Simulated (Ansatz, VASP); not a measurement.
# Two plane-wave programs on Re

File INCAR:

```
ALGO = Normal
EDIFF = 1E-8
ENCUT = 520
GGA = PE
ISIF = 2
ISMEAR = -1
LASPH = T
LCHARG = F
LEFG = T
LREAL = F
LWAVE = F
NBANDS = 14
NELM = 100
PREC = Accurate
SIGMA = 0.05
```

File KPOINTS:

```
k-points
0
Gamma
  14 14 8
```

File POSCAR:

```
Re
1.0
    2.6289300831      0.0000000000      0.0000000000
   -1.3144650416      2.2767202367      0.0000000000
    0.0000000000      0.0000000000      4.1620000000
Re
2
Direct
    0.3333333333      0.6666666667      0.2500000000
    0.6666666667      0.3333333333      0.7500000000
```

Input for Ansatz:

```yaml
crystal:
  lattice:
    - [2.6289300831, 0.0, 0.0]
    - [-1.3144650416, 2.2767202367, 0.0]
    - [0.0, 0.0, 4.162]
  atoms:
    - { symbol: Re, position: [0.3333333333, 0.6666666667, 0.25] }
    - { symbol: Re, position: [0.6666666667, 0.3333333333, 0.75] }
kpoints:
  mp_grid: { grid: [14, 14, 8] }
scf:
  occupations: { method: fermi_dirac, width: 0.05 }
hamiltonian:
  xc: pbe
  pseudopotentials: { kind: paw }
output:
  forces: true
  stress: true
  eigenvalues: true
  efg: { contact_densities: true }
```

Change from the starting cell: equal xx and yy strain of +1 %, PAW files.

Alike in both runs: task electric field gradients; functional PBE; k mesh 14 × 14 × 8; occupations fermi-dirac, width 0.05 eV; no spin polarisation.

|  | VASP | Ansatz |
| --- | --- | --- |
| version | VASP 6.6.1 | Ansatz 0.2.0 |
| potentials or method | VASP PAW PBE potentials, release 64 (Re) | PAW with Ansatz's default frozen-core files, scalar-relativistic |
| plane-wave cutoff (eV) | 520 | 420 |
| valence electrons in the cell | 14 | 30 |

Ansatz gave:

- pressure (GPa): 99.0
- traceless stress, the component that is largest in VASP (GPa): 10.77
- size of Vzz on the site where it differs most (V/Å²): 102.0

**Question.** Estimate VASP's values.

**Answer.** Pressure (GPa): 101.0; traceless stress, the component that is largest in VASP (GPa): 10.67; size of Vzz on the site where it differs most (V/Å²): 128.8.

Both programs put the cell under a high pressure, so it lies far from rest at this level. With one functional, cell and mesh, what is left measures potentials, basis and numerics. VASP's potentials hold 14 valence electrons a cell and Ansatz's 30, so a difference there can come from the potentials and not from the codes.

Neither program's run includes spin-orbit coupling. Noted on VASP's run: the cell as given lies far from equilibrium.
